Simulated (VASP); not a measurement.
Input of a VASP 6.6.1 run:

Contents of INCAR:

```
PREC = Accurate
ENCUT = 520
EDIFF = 1E-7
ISMEAR = -1
SIGMA = 0.03
LREAL = False
LASPH = True
NELM = 150
ALGO = Normal
ISIF = 2
LWAVE = False
LCHARG = False
ISPIN = 2
MAGMOM = 7.4
LORBIT = 11
LMAXMIX = 6
GGA = PE
NBANDS = 19
```

KPOINTS

```
regular mesh
0
Gamma
  12 12 12
```

File POSCAR:

```
Gd
1.0
   -2.0250000000      2.0250000000      2.0250000000
    2.0250000000     -2.0250000000      2.0250000000
    2.0250000000      2.0250000000     -2.0250000000
Gd
1
Direct
    0.0000000000      0.0000000000      0.0000000000
```

Potentials or basis: VASP PAW PBE potentials, release 64 (Gd).

Run with:

```console
$ cat potpaw_PBE.64/Gd/POTCAR > POTCAR
$ mpirun -np 1 vasp_std > vasp.out
```

Q: What does it give for the site moments?

A: Gd +7.02 μB.

Q: Estimate the pressure.

A: -0.1 GPa.

Q: Predict the net moment.

A: 7.67 μB per cell.

 The state reached can hang on the start; a lower one may exist.
